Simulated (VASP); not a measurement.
# ZnO (P6_3mc) in VASP: notebook

Runs on ZnO. Level: LDA. Tasks: single point.

Everything below comes from runs of VASP 6.6.1. Logs are shortened: lines on timing, memory, paths and dates and some standing lists are left out, and cuts for length are marked.

**Measured values to compare with.**

From “Electronic structure of alkaline earth and post-transition metal oxides”, 2009, arxiv:0908.1581, for a bulk crystal of ZnO: band gap 3.37 eV.

How close the calculation comes is told below.

### Step 1. The cell of the first run

The structure is hexagonal, space group P6_3mc (No. 186). Conventional cell: a = 3.187 Å, b = 3.187 Å, c = 5.153 Å, α = 90.00°, β = 90.00°, γ = 120.00°. Within 2.6 Å of Zn (site symmetry 3m) lie 4 O at 1.94 to 1.95 Å. O (site symmetry 3m) has 4 Zn at 1.94 to 1.95 Å within 2.6 Å.

### Step 2. Single point, LDA

Contents of INCAR:

```
SYSTEM = ZnO
PREC = Accurate
ENCUT = 910
EDIFF = 1E-6
ISMEAR = 0
SIGMA = 0.01
LREAL = .False.
LASPH = .True.
NELM = 120
ALGO = Normal
ISIF = 2
LWAVE = .False.
LCHARG = .True.
LELF = .True.
LVHAR = .True.
NBANDS = 26
GGA_COMPAT = .False.
```

Contents of KPOINTS:

```
Automatic mesh
0
Gamma
  12 12 6
  0 0 0
```

Contents of POSCAR:

```
ZnO
1.0
    3.1868477254      0.0000000000      0.0000000000
   -1.5934238627      2.7598910882      0.0000000000
    0.0000000000      0.0000000000      5.1528337936
Zn O
2 2
Direct
    0.3333333333      0.6666666667      0.5003194643
    0.6666666667      0.3333333333      0.0003194643
    0.6666666667      0.3333333333      0.3786905357
    0.3333333333      0.6666666667      0.8786905357
```

Potentials or basis: VASP PAW LDA potentials, release 64 (Zn, O_h).

On the command line:

```
$ cat potpaw_LDA.64/Zn/POTCAR potpaw_LDA.64/O_h/POTCAR > POTCAR
$ mpirun -np 1 vasp_std > vasp.out
```

OUTCAR:

```text
SYSTEM = ZnO
   PREC = Accurate
   ENCUT = 910
   EDIFF = 1E-6
   ISMEAR = 0
   LREAL = .False.
   LASPH = .True.
   NELM = 120
   ISIF = 2

 ion  position               nearest neighbor table
   1  0.333  0.667  0.500-   3 1.94   3 1.94   3 1.94   4 1.95
   2  0.667  0.333  0.000-   4 1.94   4 1.94   4 1.94   3 1.95
   3  0.667  0.333  0.379-   1 1.94   1 1.94   1 1.94   2 1.95
   4  0.333  0.667  0.879-   2 1.94   2 1.94   2 1.94   1 1.95

  LATTYP: Found a hexagonal cell.
 ALAT       =     3.1868477254
 C/A-ratio  =     1.6169061837

  Lattice vectors:

 A1 = (   3.1868477254,   0.0000000000,   0.0000000000)
 A2 = (  -1.5934238627,   2.7598910882,   0.0000000000)
 A3 = (   0.0000000000,   0.0000000000,   5.1528337936)

Analysis of symmetry for initial positions (statically):
=====================================================================
 Subroutine PRICEL returns:
 Original cell was already a primitive cell.

 Routine SETGRP: Setting up the symmetry group for a
 hexagonal supercell.

 Subroutine GETGRP returns: Found 12 space group operations
 (whereof  6 operations were pure point group operations)
 out of a pool of 24 trial point group operations.

The static configuration has the point symmetry C_3v.
 The point group associated with its full space group is C_6v.

Analysis of symmetry for dynamics (positions and initial velocities):
=====================================================================
 Subroutine PRICEL returns:
 Original cell was already a primitive cell.

 Routine SETGRP: Setting up the symmetry group for a
 hexagonal supercell.

 Subroutine GETGRP returns: Found 12 space group operations
 (whereof  6 operations were pure point group operations)
 out of a pool of 24 trial point group operations.

The dynamic configuration has the point symmetry C_3v.
 The point group associated with its full space group is C_6v.

 Subroutine INISYM returns: Found 12 space group operations
 (whereof  6 operations are pure point group operations),
 and found     1 'primitive' translations

----------------------------------------------------------------------------------------

                                     Primitive cell

  volume of cell :      45.3210

  direct lattice vectors                    reciprocal lattice vectors
     3.186847725  0.000000000  0.000000000     0.313789703  0.181166569  0.000000000
    -1.593423863  2.759891088  0.000000000     0.000000000  0.362333139  0.000000000
     0.000000000  0.000000000  5.152833794     0.000000000  0.000000000  0.194067971

  length of vectors
     3.186847725  3.186847725  5.152833794     0.362333139  0.362333139  0.194067971

  position of ions in fractional coordinates (direct lattice)
     0.333333333  0.666666667  0.500319464
     0.666666667  0.333333333  0.000319464
     0.666666667  0.333333333  0.378690536
     0.333333333  0.666666667  0.878690536

  ion indices of the primitive-cell ions
   primitive index   ion index
                 1           1
                 2           2
                 3           3
                 4           4

----------------------------------------------------------------------------------------

 KPOINTS: Automatic mesh

Automatic generation of k-mesh.
 Grid dimensions read from file:
 generate k-points for:   12   12    6

 Generating k-lattice:

  Cartesian coordinates                     Fractional coordinates (reciprocal lattice)
     0.026149142  0.015097214  0.000000000     0.083333333 -0.000000000  0.000000000
     0.000000000  0.030194428  0.000000000     0.000000000  0.083333333  0.000000000
     0.000000000  0.000000000  0.032344662     0.000000000  0.000000000  0.166666667

  Length of vectors
     0.030194428  0.030194428  0.032344662

  Shift w.r.t. Gamma in fractional coordinates (k-lattice)
     0.000000000  0.000000000  0.000000000

 Subroutine IBZKPT returns following result:
 ===========================================

 Found     76 irreducible k-points:

 Following reciprocal coordinates:
            Coordinates               Weight
  0.000000  0.000000  0.000000      1.000000
  0.083333  0.000000  0.000000      6.000000
  0.166667 -0.000000  0.000000      6.000000
  0.250000 -0.000000  0.000000      6.000000
  0.333333 -0.000000  0.000000      6.000000
  0.416667  0.000000  0.000000      6.000000
[... 16 lines left out ...]
  0.250000 -0.000000  0.166667     12.000000
  0.333333 -0.000000  0.166667     12.000000
 [... further k-points ...]
   k-points           NKPTS =     76   k-points in BZ     NKDIM =     76   number of bands    NBANDS=     26
   number of dos      NEDOS =    301   number of ions     NIONS =      4
   total plane-waves  NPLWV =  55296
   dimension x,y,z NGX =    32 NGY =   32 NGZ =   54
   dimension x,y,z NGXF=    64 NGYF=   64 NGZF=  108
   ions per type =               2   2
   NGX,Y,Z   is equivalent  to a cutoff of  16.69, 16.69, 17.42 a.u.
   NGXF,Y,Z  is equivalent  to a cutoff of  33.39, 33.39, 34.84 a.u.
 SYSTEM =  ZnO
   PREC   = accura    normal or accurate (medium, high low for compatibility)
   ISTART =      0    job   : 0-new  1-cont  2-samecut
   ICHARG =      2    charge: 1-file 2-atom 10-const
   ISPIN  =      1    spin polarized calculation?
   LNONCOLLINEAR =      F non collinear calculations
   LSORBIT =      F    spin-orbit coupling
   LASPH  =      T    aspherical Exc in radial PAW
   ENCUT  =  910.0 eV  66.88 Ry    8.18 a.u.   7.84  7.84 12.67*2*pi/ulx,y,z
   NELM   =    120;   NELMIN=  2; NELMDL= -5     # of ELM steps
   EDIFF  = 0.1E-05   stopping-criterion for ELM
   LREAL  =      F    real-space projection
   EDIFFG = 0.1E-04   stopping-criterion for IOM
   NSW    =      0    number of steps for IOM
   IBRION =     -1    ionic relax: 0-MD 1-quasi-New 2-CG
   NFREE  =      0    steps in history (QN), initial steepest desc. (CG)
   ISIF   =      2    stress and relaxation
   ISYM   =      2    0-nonsym 1-usesym 2-fastsym
   POTIM  = 0.5000    time-step for ionic-motion
   TEBEG  =    0.0;   TEEND  =   0.0 temperature during run
   PSTRESS=    0.0 pullay stress
   NELECT =      36.0000    total number of electrons
   NUPDOWN=      -1.0000    fix difference up-down
   EMIN   =  10.00;   EMAX   =-10.00  energy-range for DOS
   EFERMI =   0.00;   METHOD = LEGACY
   ISMEAR =     0;   SIGMA  =   0.01  broadening in eV -4-tet -1-fermi 0-gaus
   EFERMI_NEDOS =   21; number of points for ismear=-14 and -15
   IALGO  =     38    algorithm
   IMIX   =      4    mixing-type and parameters
     AMIX     =   0.40;   BMIX     =  1.00
     AMIX_MAG =   1.60;   BMIX_MAG =  1.00
  volume/ion in A,a.u.               =      11.33        76.46
  Fermi-wavevector in a.u.,A,eV,Ry     =   1.516151  2.865110 31.275912  2.298715
  Thomas-Fermi vector in A             =   2.625579
   LORBIT       =      0    0 simple, 1 ext, 2 COOP (PROOUT), +10 PAW based schemes
   GGA     = CA    functional components
   LHFCALC =     F    Hartree Fock is set to
   AEXX    =    0.0000 exact exchange contribution
   IVDW    =     0    specifies the selected vdW correction
   LEPSILON=     F    determine dielectric tensor
   LRPA    =     F    only Hartree local field effects (RPA)
 non-spin polarized calculation
 Gauss-broadening in eV      SIGMA  =   0.01
  energy-cutoff  :      910.00
  volume of cell :       45.32
 maximum number of plane-waves:      2850
 NGX is ok and might be reduce to    32
   NGX = 15   NGY = 15   NGZ = 25

 number of electron      36.0000001 magnetization

 Free energy of the ion-electron system (eV)
  ---------------------------------------------------
  ext. energy  EPLUGINS =         0.00000000
  ---------------------------------------------------
  free energy    TOTEN  =       -21.17266315 eV

  energy without entropy =      -21.17266315  energy(sigma->0) =      -21.17266315

 E-fermi :   1.8311     XC(G=0): -11.7306

 val. band max:        1.6932544986   @ k =   0.0000   0.0000   0.0000
 cond. band min:       2.5043933839   @ k =   0.0000   0.0000   0.0000
 fundamental gap:      0.8111388853
 Fermi energy:         1.8311273464

 k-point     1 :       0.0000    0.0000    0.0000
  band No.  band energies     occupation
      1     -16.5307      2.00000
      2     -15.6880      2.00000
      3      -4.4314      2.00000
      4      -4.3381      2.00000
      5      -4.3381      2.00000
      6      -4.3006      2.00000
[... 18 lines left out ...]
     25      16.0109      0.00000
     26      16.0109      0.00000

 k-point     2 :       0.0833    0.0000    0.0000
  band No.  band energies     occupation
      1     -16.4858      2.00000
      2     -15.6677      2.00000
      3      -4.4067      2.00000
      4      -4.3545      2.00000
      5      -4.3140      2.00000
      6      -4.2720      2.00000
[... 18 lines left out ...]
     25      15.8591      0.00000
     26      16.1123      0.00000

 k-point     3 :       0.1667   -0.0000    0.0000
  band No.  band energies     occupation
      1     -16.3594      2.00000
      2     -15.6133      2.00000
      3      -4.5258      2.00000
      4      -4.2506      2.00000
      5      -4.2402      2.00000
      6      -4.2057      2.00000
[... 18 lines left out ...]
     25      15.8357      0.00000
     26      16.2088      0.00000

 k-point     4 :       0.2500   -0.0000    0.0000
  band No.  band energies     occupation
      1     -16.1754      2.00000
      2     -15.5443      2.00000
      3      -4.6556      2.00000
      4      -4.2726      2.00000
      5      -4.1733      2.00000
      6      -4.0709      2.00000
[... 18 lines left out ...]
     25      15.1692      0.00000
     26      16.0457      0.00000
[... 496 lines left out ...]
      1     -16.3115      2.00000
      2     -15.6652      2.00000
      3      -4.5665      2.00000
      4      -4.4115      2.00000
      5      -4.2400      2.00000
      6      -4.2074      2.00000
[... 18 lines left out ...]
     25      14.9611      0.00000
     26      15.9804      0.00000

 k-point    23 :       0.2500   -0.0000    0.1667
  band No.  band energies     occupation
      1     -16.1336      2.00000
      2     -15.5868      2.00000
      3      -4.6916      2.00000
      4      -4.4107      2.00000
      5      -4.1578      2.00000
      6      -4.0909      2.00000
[... 18 lines left out ...]
     25      15.1695      0.00000
     26      15.9100      0.00000

 k-point    24 :       0.3333   -0.0000    0.1667
  band No.  band energies     occupation
      1     -15.9383      2.00000
      2     -15.5182      2.00000
      3      -4.7615      2.00000
      4      -4.4538      2.00000
      5      -4.0888      2.00000
      6      -3.9500      2.00000
[... 18 lines left out ...]
     25      15.2094      0.00000
     26      15.8877      0.00000

 [... further k-points ...]

------------------------ aborting loop because EDIFF is reached ----------------------------------------

  FORCE on cell =-STRESS in cart. coord.  units (eV):
  Direction    XX          YY          ZZ          XY          YZ          ZX
  --------------------------------------------------------------------------------------
  -------------------------------------------------------------------------------------
  Total        0.2844241      0.2844241      0.2824220      0.0000000      0.0000000      0.0000000
  in kB       10.0548969     10.0548969      9.9841176      0.0000000      0.0000000      0.0000000
  external PRESSURE =      10.0313038 kB  Pullay stress =       0.0000000 kB

 VOLUME and BASIS-vectors are now :
 -----------------------------------------------------------------------------
  energy-cutoff  :      910.00
  volume of cell :       45.32
      direct lattice vectors                 reciprocal lattice vectors
     3.186847725  0.000000000  0.000000000     0.313789703  0.181166569  0.000000000
    -1.593423863  2.759891088  0.000000000     0.000000000  0.362333139  0.000000000
     0.000000000  0.000000000  5.152833794     0.000000000  0.000000000  0.194067971

 POSITION                                       TOTAL-FORCE (eV/Angst)
 -----------------------------------------------------------------------------------
     -0.00000      1.83993      2.57806         0.000000     -0.000000      0.000564
      1.59342      0.91996      0.00165        -0.000000      0.000000      0.000564
      1.59342      0.91996      1.95133         0.000000      0.000000     -0.000564
     -0.00000      1.83993      4.52775        -0.000000     -0.000000     -0.000564
 -----------------------------------------------------------------------------------
    total drift:                               -0.000000     -0.000000      0.000525

  FREE ENERGIE OF THE ION-ELECTRON SYSTEM (eV)
  ---------------------------------------------------
  free  energy   TOTEN  =       -21.1726631493 eV

  energy  without entropy=      -21.1726631493  energy(sigma->0) =      -21.17266315
```

It took 2.3 min on 1 thread of Intel Xeon Platinum 8259CL at 2.50GHz (Skylake/Cascade Lake), shared host; peak memory 0.3 GiB.

Results:

```yaml
Free_energy: -21.1727 eV
Pressure: 1.0 GPa
Band_gap_on_the_k_mesh: 0.81 eV
```

Levels at points of the mesh, in eV from the valence-band top:
```
           k point  band 14  band 15  band 16  band 17  band 18  band 19  band 20  band 21  band 22  band 23
(0.00, 0.00, 0.00)    -0.86    -0.86    -0.11     0.00     0.00     0.81     5.30     8.20    12.97    12.97
(0.50, 0.00, 0.00)    -3.76    -3.03    -2.45    -1.41    -0.91     5.89     6.78     7.45     8.72    10.66
(0.00, 0.00, 0.50)    -2.32    -0.43    -0.43    -0.43    -0.43     3.50     3.50    10.06    10.06    13.27
(0.50, 0.00, 0.50)    -3.93    -1.63    -1.63    -1.50    -1.50     5.64     5.64     8.58     8.58    11.31
```

Caveat: the cutoff is under 1.25 times the usual one of these potentials, so pressure, stress and relaxed cells hold a basis-set (Pulay) error.

### Step 3. Single point, LDA

Contents of INCAR:

```
SYSTEM = ZnO
PREC = Accurate ; ENCUT = 910
EDIFF = 1E-6 ; ISMEAR = 0
SIGMA = 0.02 ; LREAL = .FALSE.
LASPH = .TRUE. ; NELM = 120
ALGO = Normal ; ISIF = 2
LWAVE = .FALSE. ; LCHARG = .TRUE.
LELF = .TRUE. ; LVHAR = .TRUE.
NBANDS = 26 ; GGA_COMPAT = .FALSE.
```

Contents of KPOINTS:

```
Automatic mesh
0
G
  12 12 6
  0 0 0
```

Contents of POSCAR:

```
ZnO
1.0
    3.1868123898      0.0000000000      0.0000000000
   -1.5934061949      2.7598604867      0.0000000000
    0.0000000000      0.0000000000      5.1535583231
Zn O
2 2
Direct
    0.3333333333      0.6666666667      0.5003399761
    0.6666666667      0.3333333333      0.0003399761
    0.6666666667      0.3333333333      0.3786700239
    0.3333333333      0.6666666667      0.8786700239
```

Potentials or basis: VASP PAW LDA potentials, release 64 (Zn, O_h).

On the command line:

```
$ cat potpaw_LDA.64/Zn/POTCAR potpaw_LDA.64/O_h/POTCAR > POTCAR
$ mpirun -np 1 vasp_std > vasp.out
```

Wall time 80 s (1 thread of Intel Xeon 6975P-C (Granite Rapids), shared host); peak memory 0.3 GiB.

Results (log left out):

```
Free energy            : -21.1727 eV
Pressure               : 1.0 GPa
Band gap on the k mesh : 0.81 eV
```

Levels at points of the mesh, in eV from the valence-band top:
| k point | band 16 | band 17 | band 18 | band 19 | band 20 | band 21 |
| --- | --- | --- | --- | --- | --- | --- |
| (0.00, 0.00, 0.00) | -0.10 | 0.00 | 0.00 | 0.81 | 5.30 | 8.20 |
| (0.50, 0.00, 0.00) | -2.45 | -1.41 | -0.90 | 5.89 | 6.78 | 7.45 |
| (0.00, 0.00, 0.50) | -0.43 | -0.43 | -0.43 | 3.50 | 3.50 | 10.06 |
| (0.50, 0.00, 0.50) | -1.63 | -1.50 | -1.50 | 5.64 | 5.64 | 8.58 |

Caveat: the cutoff is under 1.25 times the usual one of these potentials, so pressure, stress and relaxed cells hold a basis-set (Pulay) error.

### Step 4. How close it comes

Step 3. Measured gap of ZnO: 3.37 eV (quoted in “Electronic structure of alkaline earth and post-transition metal oxides”, 2009, arxiv:0908.1581). This calculation gives 0.81 eV (-2.56 eV). So large a miss can be the level of theory's own, or it may mean another phase, state or a wrong row. The value is that of LDA, without temperature or zero-point motion. Semilocal functionals fall short of measured gaps as a rule.
